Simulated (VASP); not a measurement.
**Hf3Ta: single point with PBEsol**

System: Hf3Ta, a slab with vacuum.

```
Hf Ta
1.0
     3.15892    0.00000    0.00000
     0.00000    4.99859    0.00000
     0.00000    0.00000   19.64760
Hf Ta
3 1
Direct
  0.00000 0.75000 0.41516
  0.50000 0.75000 0.54320
  0.00000 0.25000 0.58484
  0.50000 0.25000 0.45680
```

```
Program                : VASP 6.6.1
Task                   : single point
Functional             : PBEsol
Potentials or basis    : VASP PAW PBE potentials, release 64 (Hf_pv, Ta_pv)
Cutoff                 : 520 eV
k mesh                 : 10 × 7 × 1
Occupations            : fermi-dirac, width 0.05 eV
Spin                   : no spin polarisation
Dipole correction      : yes
Further INCAR settings : ALGO = Normal; EDIFF = 1e-06; NBANDS = 28
```

* Largest force: 0.798 eV/Å
* Band gap on the k mesh: zero (an odd number of electrons rules out a gap without spin polarisation)

Forces in eV/Å, atoms in the order of the input:
```
Hf   0.000  0.000  0.268
Hf   0.000  0.000 -0.157
Hf   0.000  0.000 -0.798
Ta   0.000  0.000  0.686
```

Levels at points of the mesh, in eV from the Fermi level:
```csv
k point,band 17,band 18,band 19,band 20,band 21,band 22,band 23,band 24
"(0.00, 0.00, 0.00)",-1.92,-0.50,-0.33,0.46,0.49,0.73,0.80,1.24
"(0.50, 0.00, 0.00)",-1.81,-1.39,-1.34,-0.72,0.13,0.36,0.36,0.66
```

It took 6.9 min on 1 thread of Intel(R) Xeon(R) Platinum 8559C (Emerald Rapids), with other jobs on the host, peak memory 0.48 GiB.

Caveat: the PAW data sets were made with another functional, which shifts forces and pressure a little; spin-orbit coupling is left out, which moves the levels of the heavy elements.
